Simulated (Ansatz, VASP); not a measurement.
# MgO: VASP beside Ansatz

INCAR

```
ALGO = Normal
EDIFF = 1E-6
ENCUT = 520
GGA = PE
ISIF = 2
ISMEAR = 0
LASPH = True
LCHARG = True
LELF = True
LREAL = False
LVHAR = True
LWAVE = False
NBANDS = 16
NELM = 100
PREC = Accurate
SIGMA = 0.05
```

File KPOINTS:

```
k-points
0
Gamma
  9 9 6
```

File POSCAR:

```
MgO
1.0
    3.3805000000      0.0000000000      0.0000000000
   -1.6902500000      2.9275988775      0.0000000000
    0.0000000000      0.0000000000      4.4514000000
Mg O
2 2
Direct
    0.6666666667      0.3333333333      0.7500000000
    0.3333333333      0.6666666667      0.2500000000
    0.6666666667      0.3333333333      0.2500000000
    0.3333333333      0.6666666667      0.7500000000
```

Input for Ansatz:

```yaml
crystal:
  lattice:
    - [3.3805, 0.0, 0.0]
    - [-1.69025, 2.9275988775, 0.0]
    - [0.0, 0.0, 4.4514]
  atoms:
    - { symbol: Mg, position: [0.6666666667, 0.3333333333, 0.75] }
    - { symbol: Mg, position: [0.3333333333, 0.6666666667, 0.25] }
    - { symbol: O, position: [0.6666666667, 0.3333333333, 0.25] }
    - { symbol: O, position: [0.3333333333, 0.6666666667, 0.75] }
basis:
  ecutwfc: 520.0
kpoints:
  mp_grid: { grid: [9, 9, 6] }
hamiltonian:
  xc: pbe
  pseudopotentials: { kind: paw, azcp: { folder: soft_1 } }
scf:
  occupations: { method: gaussian, width: 0.05 }
output:
  forces: true
  stress: true
  eigenvalues: true
```

Alike in both runs: task single point; functional PBE; k mesh 9 × 9 × 6; occupations gaussian, width 0.05 eV; no spin polarisation.

```csv
,VASP,Ansatz
version,VASP 6.6.1,Ansatz 0.2.0
potentials or method,"VASP PAW PBE potentials, release 64 (Mg, O), cutoff 520 eV","scalar-relativistic, plane waves, PAW"
valence electrons in the cell,16,32
```

|  | VASP | Ansatz | Ansatz less VASP |
| --- | --- | --- | --- |
| gap on the k mesh at the Fermi level (eV) | 3.33 | 3.35 | +0.021 |
| least direct gap on the mesh (eV) | 3.33 | 3.35 | +0.021 |
| pressure (GPa) | 5.5 | 6.0 | +0.52 |
| traceless stress, the component that is largest in VASP (GPa) | -9.69 | -9.50 | +0.188 |

VASP's potentials hold 16 valence electrons a cell and Ansatz's 32, so a difference there can come from the potentials and not from the codes.
